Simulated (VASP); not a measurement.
# SnClO (P4/nmm) in VASP: single point with PBE

Aim: the single point of SnClO with PBE.

All numbers are computed with VASP 6.6.1; they aren't measurements. Logs are shortened: lines on timing, memory, paths and dates and some standing lists are left out, and cuts for length are marked.

## 1. The cell of the first run

Symmetry: P4/nmm, No. 129, tetragonal system. Conventional cell: a = 3.951 Å, b = 3.951 Å, c = 6.697 Å, α = 90.00°, β = 90.00°, γ = 90.00°. Within 4.0 Å of Cl (site symmetry 4mm) lie 6 Sn at 3.05 to 3.65 Å and 4 O at 3.14 Å and 8 Cl at 3.33 to 3.95 Å. Within 3.2 Å of O (site symmetry -4m2) lie 4 Sn at 2.31 Å and 4 O at 2.79 Å and 4 Cl at 3.14 Å. Within 3.1 Å of Sn (site symmetry 4mm) lie 4 O at 2.31 Å and 5 Cl at 3.05 to 3.06 Å.

## 2. Single point, PBE

Contents of POSCAR:

```
SnClO
1.0
    3.9509180000      0.0000000000      0.0000000000
    0.0000000000      3.9509180000      0.0000000000
    0.0000000000      0.0000000000      6.6968070000
Cl O Sn
2 2 2
Direct
    0.0000000000      0.5000000000      0.6350000000
    0.5000000000      0.0000000000      0.3650000000
    0.0000000000      0.0000000000      0.0000000000
    0.5000000000      0.5000000000      0.0000000000
    0.0000000000      0.5000000000      0.1800000000
    0.5000000000      0.0000000000      0.8200000000
```

Contents of INCAR.step1:

```
SYSTEM = SnClO
PREC = Accurate ; ENCUT = 520
EDIFF = 1E-6 ; ISMEAR = 1
SIGMA = 0.0311 ; LREAL = .False.
LASPH = .True. ; NELM = 60
ALGO = Normal ; ISIF = 2
LWAVE = .False. ; LCHARG = .True.
GGA = PE ; NBANDS = 36
```

Contents of KPOINTS.step1:

```
regular mesh
0
Gamma
  7 7 4
  0 0 0
```

Contents of INCAR.step2:

```
SYSTEM = SnClO
PREC = Accurate ; ENCUT = 520
EDIFF = 1E-6 ; ISMEAR = -5
SIGMA = 0.0311 ; LREAL = .False.
LASPH = .True. ; NELM = 60
ALGO = Normal ; ISIF = 2
LWAVE = .False. ; LCHARG = .False.
GGA = PE ; LORBIT = 11
NEDOS = 2001 ; ICHARG = 11
```

Contents of KPOINTS.step2:

```
regular mesh
0
Gamma
  11 11 6
  0 0 0
```

Potentials or basis: VASP PAW PBE potentials, release 64 (Cl, O, Sn_d).

Run with:

```console
> cat potpaw_PBE.64/Cl/POTCAR potpaw_PBE.64/O/POTCAR potpaw_PBE.64/Sn_d/POTCAR > POTCAR
> cp INCAR.step1 INCAR
> cp KPOINTS.step1 KPOINTS
> mpirun -np 1 vasp_std > vasp.out
> cp INCAR.step2 INCAR
> cp KPOINTS.step2 KPOINTS
> mpirun -np 1 vasp_std > vasp.out
```

OUTCAR:

```text
SYSTEM = SnClO
   PREC = Accurate
   ENCUT = 520
   EDIFF = 1E-6
   ISMEAR = -5
   LREAL = .False.
   LASPH = .True.
   NELM = 60
   ISIF = 2
   GGA = PE
   LORBIT = 11
   ICHARG = 11

 ion  position               nearest neighbor table
   1  0.000  0.500  0.635-   5 3.05   6 3.06   6 3.06   6 3.06   6 3.06
   2  0.500  0.000  0.365-   6 3.05   5 3.06   5 3.06   5 3.06   5 3.06
   3  0.000  0.000  0.000-   5 2.31   6 2.31   5 2.31   6 2.31
   4  0.500  0.500  0.000-   5 2.31   6 2.31   6 2.31   5 2.31
   5  0.000  0.500  0.180-   3 2.31   4 2.31   3 2.31   4 2.31   1 3.05   2 3.06   2 3.06   2 3.06
                             2 3.06   6 3.69   6 3.69   6 3.69   6 3.69
   6  0.500  0.000  0.820-   3 2.31   4 2.31   4 2.31   3 2.31   2 3.05   1 3.06   1 3.06   1 3.06
                             1 3.06   5 3.69   5 3.69   5 3.69   5 3.69

  LATTYP: Found a simple tetragonal cell.
 ALAT       =     3.9509180000
 C/A-ratio  =     1.6950002506

  Lattice vectors:

 A1 = (   3.9509180000,   0.0000000000,   0.0000000000)
 A2 = (   0.0000000000,   3.9509180000,   0.0000000000)
 A3 = (   0.0000000000,   0.0000000000,   6.6968070000)

Analysis of symmetry for initial positions (statically):
=====================================================================
 Subroutine PRICEL returns:
 Original cell was already a primitive cell.

 Routine SETGRP: Setting up the symmetry group for a
 simple tetragonal supercell.

 Subroutine GETGRP returns: Found 16 space group operations
 (whereof  8 operations were pure point group operations)
 out of a pool of 16 trial point group operations.

The static configuration has the point symmetry D_2d.
 The point group associated with its full space group is D_4h.

Analysis of symmetry for dynamics (positions and initial velocities):
=====================================================================
 Subroutine PRICEL returns:
 Original cell was already a primitive cell.

 Routine SETGRP: Setting up the symmetry group for a
 simple tetragonal supercell.

 Subroutine GETGRP returns: Found 16 space group operations
 (whereof  8 operations were pure point group operations)
 out of a pool of 16 trial point group operations.

The dynamic configuration has the point symmetry D_2d.
 The point group associated with its full space group is D_4h.

 Subroutine INISYM returns: Found 16 space group operations
 (whereof  8 operations are pure point group operations),
 and found     1 'primitive' translations

----------------------------------------------------------------------------------------

                                     Primitive cell

  volume of cell :     104.5355

  direct lattice vectors                    reciprocal lattice vectors
     3.950918000  0.000000000  0.000000000     0.253105734  0.000000000  0.000000000
     0.000000000  3.950918000  0.000000000     0.000000000  0.253105734  0.000000000
     0.000000000  0.000000000  6.696807000     0.000000000  0.000000000  0.149324895

  length of vectors
     3.950918000  3.950918000  6.696807000     0.253105734  0.253105734  0.149324895

  position of ions in fractional coordinates (direct lattice)
     0.000000000  0.500000000  0.635000000
     0.500000000  0.000000000  0.365000000
     0.000000000  0.000000000  0.000000000
     0.500000000  0.500000000  0.000000000
     0.000000000  0.500000000  0.180000000
     0.500000000  0.000000000  0.820000000

  ion indices of the primitive-cell ions
   primitive index   ion index
                 1           1
                 2           2
                 3           3
                 4           4
                 5           5
                 6           6

----------------------------------------------------------------------------------------

 KPOINTS: regular mesh

Automatic generation of k-mesh.
 Grid dimensions read from file:
 generate k-points for:   11   11    6

 Generating k-lattice:

  Cartesian coordinates                     Fractional coordinates (reciprocal lattice)
     0.023009612  0.000000000  0.000000000     0.090909091  0.000000000  0.000000000
     0.000000000  0.023009612  0.000000000     0.000000000  0.090909091  0.000000000
     0.000000000  0.000000000  0.024887482     0.000000000  0.000000000  0.166666667

  Length of vectors
     0.023009612  0.023009612  0.024887482

  Shift w.r.t. Gamma in fractional coordinates (k-lattice)
     0.000000000  0.000000000  0.000000000

 TETIRR: Found   1083 inequivalent tetrahedra from     4356

 Subroutine IBZKPT returns following result:
 ===========================================

 Found     84 irreducible k-points:

 Following reciprocal coordinates:
            Coordinates               Weight
  0.000000  0.000000  0.000000      1.000000
  0.090909  0.000000  0.000000      4.000000
  0.181818  0.000000  0.000000      4.000000
  0.272727  0.000000  0.000000      4.000000
  0.363636  0.000000  0.000000      4.000000
  0.454545  0.000000  0.000000      4.000000
[... 16 lines left out ...]
  0.090909  0.000000  0.166667      8.000000
  0.181818  0.000000  0.166667      8.000000
 [... further k-points ...]
   k-points           NKPTS =     84   k-points in BZ     NKDIM =     84   number of bands    NBANDS=     32
   number of dos      NEDOS =   2001   number of ions     NIONS =      6
   total plane-waves  NPLWV =  45000
   dimension x,y,z NGX =    30 NGY =   30 NGZ =   50
   dimension x,y,z NGXF=    60 NGYF=   60 NGZF=  100
   ions per type =               2   2   2
   NGX,Y,Z   is equivalent  to a cutoff of  12.62, 12.62, 12.41 a.u.
   NGXF,Y,Z  is equivalent  to a cutoff of  25.25, 25.25, 24.82 a.u.
 SYSTEM =  SnClO
   PREC   = accura    normal or accurate (medium, high low for compatibility)
   ISTART =      0    job   : 0-new  1-cont  2-samecut
   ICHARG =     11    charge: 1-file 2-atom 10-const
   ISPIN  =      1    spin polarized calculation?
   LNONCOLLINEAR =      F non collinear calculations
   LSORBIT =      F    spin-orbit coupling
   LASPH  =      T    aspherical Exc in radial PAW
   ENCUT  =  520.0 eV  38.22 Ry    6.18 a.u.   7.35  7.35 12.45*2*pi/ulx,y,z
   NELM   =     60;   NELMIN=  2; NELMDL=  0     # of ELM steps
   EDIFF  = 0.1E-05   stopping-criterion for ELM
   LREAL  =      F    real-space projection
   EDIFFG = 0.1E-04   stopping-criterion for IOM
   NSW    =      0    number of steps for IOM
   IBRION =     -1    ionic relax: 0-MD 1-quasi-New 2-CG
   NFREE  =      0    steps in history (QN), initial steepest desc. (CG)
   ISIF   =      2    stress and relaxation
   ISYM   =      2    0-nonsym 1-usesym 2-fastsym
   POTIM  = 0.5000    time-step for ionic-motion
   TEBEG  =    0.0;   TEEND  =   0.0 temperature during run
   PSTRESS=    0.0 pullay stress
   NELECT =      54.0000    total number of electrons
   NUPDOWN=      -1.0000    fix difference up-down
   EMIN   =  10.00;   EMAX   =-10.00  energy-range for DOS
   EFERMI =   0.00;   METHOD = LEGACY
   ISMEAR =    -5;   SIGMA  =   0.03  broadening in eV -4-tet -1-fermi 0-gaus
   EFERMI_NEDOS =   21; number of points for ismear=-14 and -15
   IALGO  =     38    algorithm
   IMIX   =      4    mixing-type and parameters
     AMIX     =   0.40;   BMIX     =  1.00
     AMIX_MAG =   1.60;   BMIX_MAG =  1.00
  volume/ion in A,a.u.               =      17.42       117.57
  Fermi-wavevector in a.u.,A,eV,Ry     =   1.313565  2.482277 23.476204  1.725452
  Thomas-Fermi vector in A             =   2.443879
   LORBIT       =     11    0 simple, 1 ext, 2 COOP (PROOUT), +10 PAW based schemes
   GGA     = PE    functional components
   LHFCALC =     F    Hartree Fock is set to
   AEXX    =    0.0000 exact exchange contribution
   IVDW    =     0    specifies the selected vdW correction
   LEPSILON=     F    determine dielectric tensor
   LRPA    =     F    only Hartree local field effects (RPA)
 non-spin polarized calculation
 Fermi weights with tetrahedron method with Bloechl corrections
  energy-cutoff  :      520.00
  volume of cell :      104.54
 maximum number of plane-waves:      2857
 NGX is ok and might be reduce to    30

 number of electron      54.0000002 magnetization

 Free energy of the ion-electron system (eV)
  ---------------------------------------------------
  ext. energy  EPLUGINS =         0.00000000
  ---------------------------------------------------
  free energy    TOTEN  =       -27.02053838 eV

  energy without entropy =      -27.02053838  energy(sigma->0) =      -27.02053838

 E-fermi :   5.6782     XC(G=0): -10.3878

 val. band max:        5.7108396210   @ k =   0.3636   0.1818   0.5000
 cond. band min:       5.6439711510   @ k =   0.2727   0.2727   0.5000
 fundamental gap:     -0.0668684700
 Fermi energy:         5.6781920222

 k-point     1 :       0.0000    0.0000    0.0000
  band No.  band energies     occupation
      1     -15.7148      2.00000
      2     -15.5284      2.00000
      3     -15.5284      2.00000
      4     -15.5231      2.00000
      5     -15.4975      2.00000
      6     -15.4969      2.00000
[... 24 lines left out ...]
     31      11.1624      0.00000
     32      11.1625      0.00000

 k-point     2 :       0.0909    0.0000    0.0000
  band No.  band energies     occupation
      1     -15.7130      2.00000
      2     -15.5278      2.00000
      3     -15.5269      2.00000
      4     -15.5210      2.00000
      5     -15.5024      2.00000
      6     -15.4938      2.00000
[... 24 lines left out ...]
     31      11.0181      0.00000
     32      11.0644      0.00000
[... 733 lines left out ...]
     31      11.1276      0.00000
     32      11.1560      0.00000

 k-point    24 :       0.1818    0.0000    0.1667
  band No.  band energies     occupation
      1     -15.7081      2.00000
      2     -15.5260      2.00000
      3     -15.5256      2.00000
      4     -15.5233      2.00000
      5     -15.5132      2.00000
      6     -15.4895      2.00000
[... 24 lines left out ...]
     31      10.9046      0.00000
     32      10.9488      0.00000

 [... further k-points ...]

------------------------ aborting loop because EDIFF is reached ----------------------------------------

  FORCE on cell =-STRESS in cart. coord.  units (eV):
  Direction    XX          YY          ZZ          XY          YZ          ZX
  --------------------------------------------------------------------------------------
  -------------------------------------------------------------------------------------
  Total       -2.6808994     -2.6808994      0.8999227      0.0000000      0.0000000      0.0000000
  in kB      -41.0891620    -41.0891620     13.7927845      0.0000000      0.0000000      0.0000000
  external PRESSURE =     -22.7951798 kB  Pullay stress =       0.0000000 kB

 VOLUME and BASIS-vectors are now :
 -----------------------------------------------------------------------------
  energy-cutoff  :      520.00
  volume of cell :      104.54
      direct lattice vectors                 reciprocal lattice vectors
     3.950918000  0.000000000  0.000000000     0.253105734  0.000000000  0.000000000
     0.000000000  3.950918000  0.000000000     0.000000000  0.253105734  0.000000000
     0.000000000  0.000000000  6.696807000     0.000000000  0.000000000  0.149324895

 POSITION                                       TOTAL-FORCE (eV/Angst)
 -----------------------------------------------------------------------------------
      0.00000      1.97546      4.25247        -0.000000      0.000000     -0.044807
      1.97546      0.00000      2.44433        -0.000000     -0.000000      0.044807
      0.00000      0.00000      0.00000        -0.000000     -0.000000      0.000000
      1.97546      1.97546      0.00000        -0.000000      0.000000      0.000000
      0.00000      1.97546      1.20543        -0.000000      0.000000     -0.962739
      1.97546      0.00000      5.49138         0.000000      0.000000      0.962739
 -----------------------------------------------------------------------------------
    total drift:                                0.000000      0.000000     -0.000000

  FREE ENERGIE OF THE ION-ELECTRON SYSTEM (eV)
  ---------------------------------------------------
  free  energy   TOTEN  =       -27.0205383766 eV

  energy  without entropy=      -27.0205383766  energy(sigma->0) =      -27.02053838

 total charge

# of ion       s       p       d       tot
------------------------------------------
    1        1.613   3.485   0.000   5.099
    2        1.613   3.485   0.000   5.099
    3        1.586   3.348   0.000   4.934
    4        1.586   3.348   0.000   4.934
    5        1.184   0.646  10.063  11.892
    6        1.184   0.646  10.063  11.892
--------------------------------------------------
tot          8.765  14.959  20.126  43.850
```

Run time: 4.4 min. Hardware: 1 thread of Intel Xeon Platinum 8375C at 2.90GHz (Ice Lake), shared host; peak memory 0.36 GiB.

Results:

| Quantity | Value |
| --- | --- |
| Valence electrons inside the program's atomic spheres | Cl 5.10; O 4.93; Sn 11.89 |

Caveat: spin-orbit coupling is left out, which moves the levels of the heavy elements; tetrahedron occupations give inexact forces and stress in metals.
